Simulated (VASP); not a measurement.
# Y2Zr (Fm-3m) in VASP: further runs

Runs on Y2Zr. Level: PBE. Tasks: single point, relaxation of cell and atoms.

Program: VASP 6.6.1. These are calculated values, not measurements. Logs are shortened: lines on timing, memory, paths and dates and some standing lists are left out, and cuts for length are marked.

### 1 The cell of the first run

The structure is cubic, space group Fm-3m (No. 225). Conventional cell: a = 7.423 Å, b = 7.423 Å, c = 7.423 Å, α = 90.00°, β = 90.00°, γ = 90.00°. Y (site symmetry -43m) has 4 Zr at 3.21 Å and 6 Y at 3.71 Å within 4.2 Å. Within 4.2 Å of Zr (site symmetry m-3m) lie 8 Y at 3.21 Å.

### 2 Single point, PBE

Contents of INCAR:

```
SYSTEM = Y2Zr
ALGO = Fast
EDIFF = 1E-6
ENCUT = 520
GGA = PE
ISIF = 2
ISMEAR = 0
LASPH = .True.
LCHARG = .True.
LELF = .True.
LREAL = .False.
LVHAR = .True.
LWAVE = .False.
NBANDS = 24
NELM = 80
PREC = Accurate
SIGMA = 0.1
```

Contents of KPOINTS:

```
k-points
0
Gamma
  4 4 4
  0 0 0
```

Contents of POSCAR:

```
Y2Zr
1.0
    0.0000000000      3.7112724102      3.7112724102
    3.7112724102      0.0000000000      3.7112724102
    3.7112724102      3.7112724102      0.0000000000
Y Zr
2 1
Direct
    0.2500000000      0.2500000000      0.2500000000
    0.7500000000      0.7500000000      0.7500000000
    0.0000000000      0.0000000000      0.0000000000
```

Potentials or basis: VASP PAW PBE potentials, release 64 (Y_sv, Zr_sv).

Run with:

```console
> cat potpaw_PBE.64/Y_sv/POTCAR potpaw_PBE.64/Zr_sv/POTCAR > POTCAR
> mpirun -np 1 vasp_std > vasp.out
```

OUTCAR:

```text
SYSTEM = Y2Zr
   EDIFF = 1E-6
   ENCUT = 520
   GGA = PE
   ISIF = 2
   ISMEAR = 0
   LASPH = .True.
   LREAL = .False.
   NELM = 80
   PREC = Accurate

 ion  position               nearest neighbor table
   1  0.250  0.250  0.250-   3 3.21   3 3.21   3 3.21   3 3.21   2 3.71   2 3.71   2 3.71   2 3.71
                             2 3.71   2 3.71
   2  0.750  0.750  0.750-   3 3.21   3 3.21   3 3.21   3 3.21   1 3.71   1 3.71   1 3.71   1 3.71
                             1 3.71   1 3.71
   3  0.000  0.000  0.000-   2 3.21   2 3.21   2 3.21   1 3.21   2 3.21   1 3.21   1 3.21   1 3.21

  LATTYP: Found a face centered cubic cell.
 ALAT       =     7.4225448204

  Lattice vectors:

 A1 = (   0.0000000000,   3.7112724102,   3.7112724102)
 A2 = (   3.7112724102,   0.0000000000,   3.7112724102)
 A3 = (   3.7112724102,   3.7112724102,   0.0000000000)

Analysis of symmetry for initial positions (statically):
=====================================================================
 Subroutine PRICEL returns:
 Original cell was already a primitive cell.

 Routine SETGRP: Setting up the symmetry group for a
 face centered cubic supercell.

 Subroutine GETGRP returns: Found 48 space group operations
 (whereof 48 operations were pure point group operations)
 out of a pool of 48 trial point group operations.

The static configuration has the point symmetry O_h .

Analysis of symmetry for dynamics (positions and initial velocities):
=====================================================================
 Subroutine PRICEL returns:
 Original cell was already a primitive cell.

 Routine SETGRP: Setting up the symmetry group for a
 face centered cubic supercell.

 Subroutine GETGRP returns: Found 48 space group operations
 (whereof 48 operations were pure point group operations)
 out of a pool of 48 trial point group operations.

The dynamic configuration has the point symmetry O_h .

 Subroutine INISYM returns: Found 48 space group operations
 (whereof 48 operations are pure point group operations),
 and found     1 'primitive' translations

----------------------------------------------------------------------------------------

                                     Primitive cell

  volume of cell :     102.2347

  direct lattice vectors                    reciprocal lattice vectors
     0.000000000  3.711272410  3.711272410    -0.134724683  0.134724683  0.134724683
     3.711272410  0.000000000  3.711272410     0.134724683 -0.134724683  0.134724683
     3.711272410  3.711272410  0.000000000     0.134724683  0.134724683 -0.134724683

  length of vectors
     5.248531776  5.248531776  5.248531776     0.233349996  0.233349996  0.233349996

  position of ions in fractional coordinates (direct lattice)
     0.250000000  0.250000000  0.250000000
     0.750000000  0.750000000  0.750000000
     0.000000000  0.000000000  0.000000000

  ion indices of the primitive-cell ions
   primitive index   ion index
                 1           1
                 2           2
                 3           3

----------------------------------------------------------------------------------------

 KPOINTS: k-points

Automatic generation of k-mesh.
 Grid dimensions read from file:
 generate k-points for:    4    4    4

 Generating k-lattice:

  Cartesian coordinates                     Fractional coordinates (reciprocal lattice)
    -0.033681171  0.033681171  0.033681171     0.250000000  0.000000000  0.000000000
     0.033681171 -0.033681171  0.033681171     0.000000000  0.250000000  0.000000000
     0.033681171  0.033681171 -0.033681171     0.000000000  0.000000000  0.250000000

  Length of vectors
     0.058337499  0.058337499  0.058337499

  Shift w.r.t. Gamma in fractional coordinates (k-lattice)
     0.000000000  0.000000000  0.000000000

 Subroutine IBZKPT returns following result:
 ===========================================

 Found      8 irreducible k-points:

 Following reciprocal coordinates:
            Coordinates               Weight
  0.000000  0.000000  0.000000      1.000000
  0.250000  0.000000  0.000000      8.000000
  0.500000  0.000000  0.000000      4.000000
  0.250000  0.250000  0.000000      6.000000
  0.500000  0.250000  0.000000     24.000000
 -0.250000  0.250000  0.000000     12.000000
  0.500000  0.500000  0.000000      3.000000
 -0.250000  0.500000  0.250000      6.000000
   k-points           NKPTS =      8   k-points in BZ     NKDIM =      8   number of bands    NBANDS=     24
   number of dos      NEDOS =    301   number of ions     NIONS =      3
   total plane-waves  NPLWV =  64000
   dimension x,y,z NGX =    40 NGY =   40 NGZ =   40
   dimension x,y,z NGXF=    80 NGYF=   80 NGZF=   80
   ions per type =               2   1
   NGX,Y,Z   is equivalent  to a cutoff of  12.67, 12.67, 12.67 a.u.
   NGXF,Y,Z  is equivalent  to a cutoff of  25.34, 25.34, 25.34 a.u.
 SYSTEM =  Y2Zr
   PREC   = accura    normal or accurate (medium, high low for compatibility)
   ISTART =      0    job   : 0-new  1-cont  2-samecut
   ICHARG =      2    charge: 1-file 2-atom 10-const
   ISPIN  =      1    spin polarized calculation?
   LNONCOLLINEAR =      F non collinear calculations
   LSORBIT =      F    spin-orbit coupling
   LASPH  =      T    aspherical Exc in radial PAW
   ENCUT  =  520.0 eV  38.22 Ry    6.18 a.u.   9.76  9.76  9.76*2*pi/ulx,y,z
   NELM   =     80;   NELMIN=  2; NELMDL= -5     # of ELM steps
   EDIFF  = 0.1E-05   stopping-criterion for ELM
   LREAL  =      F    real-space projection
   EDIFFG = 0.1E-04   stopping-criterion for IOM
   NSW    =      0    number of steps for IOM
   IBRION =     -1    ionic relax: 0-MD 1-quasi-New 2-CG
   NFREE  =      0    steps in history (QN), initial steepest desc. (CG)
   ISIF   =      2    stress and relaxation
   ISYM   =      2    0-nonsym 1-usesym 2-fastsym
   POTIM  = 0.5000    time-step for ionic-motion
   TEBEG  =    0.0;   TEEND  =   0.0 temperature during run
   PSTRESS=    0.0 pullay stress
   NELECT =      34.0000    total number of electrons
   NUPDOWN=      -1.0000    fix difference up-down
   EMIN   =  10.00;   EMAX   =-10.00  energy-range for DOS
   EFERMI =   0.00;   METHOD = LEGACY
   ISMEAR =     0;   SIGMA  =   0.10  broadening in eV -4-tet -1-fermi 0-gaus
   EFERMI_NEDOS =   21; number of points for ismear=-14 and -15
   IALGO  =     68    algorithm
   IMIX   =      4    mixing-type and parameters
     AMIX     =   0.40;   BMIX     =  1.00
     AMIX_MAG =   1.60;   BMIX_MAG =  1.00
  volume/ion in A,a.u.               =      34.08       229.97
  Fermi-wavevector in a.u.,A,eV,Ry     =   1.134231  2.143386 17.503633  1.286481
  Thomas-Fermi vector in A             =   2.270935
   LORBIT       =      0    0 simple, 1 ext, 2 COOP (PROOUT), +10 PAW based schemes
   GGA     = PE    functional components
   LHFCALC =     F    Hartree Fock is set to
   AEXX    =    0.0000 exact exchange contribution
   IVDW    =     0    specifies the selected vdW correction
   LEPSILON=     F    determine dielectric tensor
   LRPA    =     F    only Hartree local field effects (RPA)
 non-spin polarized calculation
 RMM-DIIS sequential band-by-band and
 Gauss-broadening in eV      SIGMA  =   0.10
  energy-cutoff  :      520.00
  volume of cell :      102.23
 maximum number of plane-waves:      2786
 NGX is ok and might be reduce to    40
   NGX = 19   NGY = 19   NGZ = 19

 number of electron      33.9999999 magnetization

 Free energy of the ion-electron system (eV)
  ---------------------------------------------------
  ext. energy  EPLUGINS =         0.00000000
  ---------------------------------------------------
  free energy    TOTEN  =       -18.94025257 eV

  energy without entropy =      -18.90247643  energy(sigma->0) =      -18.92136450

 E-fermi :   3.3431     XC(G=0):  -9.1866

 val. band max:        3.2922623237   @ k =  -0.2500   0.2500   0.0000
 cond. band min:       3.3455094788   @ k =   0.2500   0.0000   0.0000
 fundamental gap:      0.0532471552
 Fermi energy:         3.3431279929

 k-point     1 :       0.0000    0.0000    0.0000
  band No.  band energies     occupation
      1     -45.2926      2.00000
      2     -39.2196      2.00000
      3     -39.1791      2.00000
      4     -23.3786      2.00000
      5     -23.3786      2.00000
      6     -23.3786      2.00000
[... 16 lines left out ...]
     23       7.1425      0.00000
     24       7.7297      0.00000

 k-point     2 :       0.2500    0.0000    0.0000
  band No.  band energies     occupation
      1     -45.2923      2.00000
      2     -39.2141      2.00000
      3     -39.1853      2.00000
      4     -23.3810      2.00000
      5     -23.3810      2.00000
      6     -23.3781      2.00000
[... 16 lines left out ...]
     23       6.5402      0.00000
     24       6.5403      0.00000

 k-point     3 :       0.5000    0.0000    0.0000
  band No.  band energies     occupation
      1     -45.2920      2.00000
      2     -39.2004      2.00000
      3     -39.1997      2.00000
      4     -23.3833      2.00000
      5     -23.3833      2.00000
      6     -23.3774      2.00000
[... 16 lines left out ...]
     23       5.6512      0.00000
     24       5.6512      0.00000

 k-point     4 :       0.2500    0.2500    0.0000
  band No.  band energies     occupation
      1     -45.2922      2.00000
      2     -39.2135      2.00000
      3     -39.1861      2.00000
      4     -23.3839      2.00000
      5     -23.3839      2.00000
      6     -23.3738      2.00000
[... 16 lines left out ...]
     23       6.6013      0.00000
     24       6.6032      0.00000

 k-point     5 :       0.5000    0.2500    0.0000
  band No.  band energies     occupation
      1     -45.2919      2.00000
      2     -39.2051      2.00000
      3     -39.1951      2.00000
      4     -23.3863      2.00000
      5     -23.3845      2.00000
      6     -23.3748      2.00000
[... 16 lines left out ...]
     23       5.6500      0.00000
     24       6.3266      0.00000

 k-point     6 :      -0.2500    0.2500    0.0000
  band No.  band energies     occupation
      1     -45.2920      2.00000
      2     -39.2069      2.00000
      3     -39.1932      2.00000
      4     -23.3834      2.00000
      5     -23.3813      2.00000
      6     -23.3795      2.00000
[... 16 lines left out ...]
     23       5.7401      0.00000
     24       6.5057      0.00000

 k-point     7 :       0.5000    0.5000    0.0000
  band No.  band energies     occupation
      1     -45.2918      2.00000
      2     -39.2074      2.00000
      3     -39.1930      2.00000
      4     -23.3893      2.00000
      5     -23.3893      2.00000
      6     -23.3687      2.00000
[... 16 lines left out ...]
     23       5.8449      0.00000
     24       5.8449      0.00000

 k-point     8 :      -0.2500    0.5000    0.2500
  band No.  band energies     occupation
      1     -45.2918      2.00000
      2     -39.2002      2.00000
      3     -39.2002      2.00000
      4     -23.3893      2.00000
      5     -23.3788      2.00000
      6     -23.3788      2.00000
[... 16 lines left out ...]
     23       5.2626      0.00000
     24       6.5606      0.00000

------------------------ aborting loop because EDIFF is reached ----------------------------------------

  FORCE on cell =-STRESS in cart. coord.  units (eV):
  Direction    XX          YY          ZZ          XY          YZ          ZX
  --------------------------------------------------------------------------------------
  -------------------------------------------------------------------------------------
  Total        0.0038740      0.0038740      0.0038740      0.0000000     -0.0000000      0.0000000
  in kB        0.0607113      0.0607113      0.0607113      0.0000000     -0.0000000      0.0000000
  external PRESSURE =       0.0607113 kB  Pullay stress =       0.0000000 kB

 VOLUME and BASIS-vectors are now :
 -----------------------------------------------------------------------------
  energy-cutoff  :      520.00
  volume of cell :      102.23
      direct lattice vectors                 reciprocal lattice vectors
     0.000000000  3.711272410  3.711272410    -0.134724683  0.134724683  0.134724683
     3.711272410  0.000000000  3.711272410     0.134724683 -0.134724683  0.134724683
     3.711272410  3.711272410  0.000000000     0.134724683  0.134724683 -0.134724683

 POSITION                                       TOTAL-FORCE (eV/Angst)
 -----------------------------------------------------------------------------------
      1.85564      1.85564      1.85564         0.000000      0.000000     -0.000000
      5.56691      5.56691      5.56691        -0.000000     -0.000000      0.000000
      0.00000      0.00000      0.00000         0.000000      0.000000      0.000000
 -----------------------------------------------------------------------------------
    total drift:                               -0.000000     -0.000000      0.000000

  FREE ENERGIE OF THE ION-ELECTRON SYSTEM (eV)
  ---------------------------------------------------
  free  energy   TOTEN  =       -18.9402525733 eV

  energy  without entropy=      -18.9024764342  energy(sigma->0) =      -18.92136450
```

Run time: 44 s. Hardware: 1 thread of Intel Xeon Platinum 8375C at 2.90GHz (Ice Lake), shared host; peak memory 0.25 GiB.

What came out:

- Free energy: -18.9403 eV
- Pressure: 0.0 GPa
- Band gap on the k mesh: zero (bands 17 and 18 overlap by 0.28 eV)

Caveat: the k points lie up to 0.37 Å⁻¹ apart.

[end of part 1 of 3]

The gap in the log of VASP goes by the Fermi energy; the results here count the filled bands.